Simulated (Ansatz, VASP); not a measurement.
## MgW: VASP beside Ansatz

File INCAR:

```
  PREC = Accurate
  ENCUT = 600
  EDIFF = 1E-6
  ISMEAR = 0
  SIGMA = 0.1
  LREAL = False
  LASPH = True
  NELM = 80
  ALGO = Fast
  ISIF = 3
  LWAVE = False
  LCHARG = False
  GGA = PE
  IBRION = 2
  NSW = 100
  EDIFFG = -0.01
```

KPOINTS

```
regular mesh
0
Gamma
  18 18 18
```

Contents of POSCAR:

```
MgW
1.0
    1.4269324612      0.8238398406      4.9185123821
   -1.4269324612      0.8238398406      4.9185123821
    0.0000000000     -1.6476796811      4.9185123821
Mg W
1 1
Direct
    0.0000000000      0.0000000000      0.0000000000
    0.5000000000      0.5000000000      0.5000000000
```

Input for Ansatz:

```yaml
crystal:
  lattice:
    - [1.4269324612, 0.8238398406, 4.9185123821]
    - [-1.4269324612, 0.8238398406, 4.9185123821]
    - [0.0, -1.6476796811, 4.9185123821]
  atoms:
    - { symbol: Mg, position: [0.0, 0.0, 0.0] }
    - { symbol: W, position: [0.5, 0.5, 0.5] }
basis:
  ecutwfc: 420
kpoints:
  mp_grid: { grid: [18, 18, 18] }
hamiltonian:
  xc: pbe
scf:
  occupations: { method: gaussian, width: 0.1 }
output:
  forces: true
  stress: true
  eigenvalues: true
relax:
  adjacent_minimum: "off"
  f_tol: 0.01
  max_steps: 80
  cell: { stress_tol: 0.05 }
```

Alike in both runs: task relaxation of cell and atoms; functional PBE; k mesh 18 × 18 × 18; occupations gaussian, width 0.1 eV; no spin polarisation.

|  | VASP | Ansatz |
| --- | --- | --- |
| version | VASP 6.6.1 | Ansatz 0.2.0 |
| potentials or method | VASP PAW PBE potentials, release 64 (Mg, W_sv), cutoff 600 eV | scalar-relativistic, plane waves, PAW |
| valence electrons in the cell | 16 | 24 |

|  | VASP | Ansatz | Ansatz less VASP |
| --- | --- | --- | --- |
| gap on the k mesh at the Fermi level, each at its own relaxed structure (eV) | none | none | - |
| relaxed volume (Å³/atom) | 17.29 | 17.29 | -0.005 |
| relaxed cell length with the largest relative difference (Å) | 5.184 | 5.185 | +0.0013 |

A gap of «none» marks a metal or a gap that the smearing closes. VASP's potentials hold 16 valence electrons a cell and Ansatz's 24, so a difference there can come from the potentials and not from the codes.

Spin-orbit coupling is off throughout.
